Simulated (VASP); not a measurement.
A run of VASP 6.6.1:

Contents of INCAR:

```
ALGO = Normal
EDIFF = 1E-6
ENCUT = 500
GGA = PE
GGA_COMPAT = False
ISIF = 2
ISMEAR = 0
LASPH = True
LCHARG = False
LMAXMIX = 6
LREAL = False
LWAVE = False
NBANDS = 32
NELM = 200
PREC = Accurate
SIGMA = 0.02
```

Contents of KPOINTS:

```
k-points
0
Gamma
  6 6 4
```

POSCAR

```
KNd2Sb3
1.0
    4.8593910493      0.0000000000      0.0000000000
   -2.4296955247      4.2083560957      0.0000000000
    0.0000000000      0.0000000000     11.0743462129
K Nd Sb
1 2 3
Direct
    0.6666666667      0.3333333333      0.0000000000
    0.3333333333      0.6666666667      0.3321520716
    0.3333333333      0.6666666667      0.6678479284
    0.0000000000      0.0000000000      0.5000000000
    0.0000000000      0.0000000000      0.7904477998
    0.0000000000      0.0000000000      0.2095522002
```

Potentials or basis: VASP PAW PBE potentials, release 64 (K_sv, Nd_3, Sb), 4f in core.

Launch:

```console
$ cat potpaw_PBE.64/K_sv/POTCAR potpaw_PBE.64/Nd_3/POTCAR potpaw_PBE.64/Sb/POTCAR > POTCAR
$ mpirun -np 1 vasp_std > vasp.out
```

Hardware: 1 thread of Intel(R) Xeon(R) Platinum 8375C CPU @ 2.90GHz (Ice Lake), on a shared host.

Q: Estimate the wall time of this run.

A: Wall time 2.4 min on 1 thread of Intel(R) Xeon(R) Platinum 8375C CPU @ 2.90GHz (Ice Lake) (shared host), peak memory 0.4 GiB. Counts: scf iterations 14, k points 21.
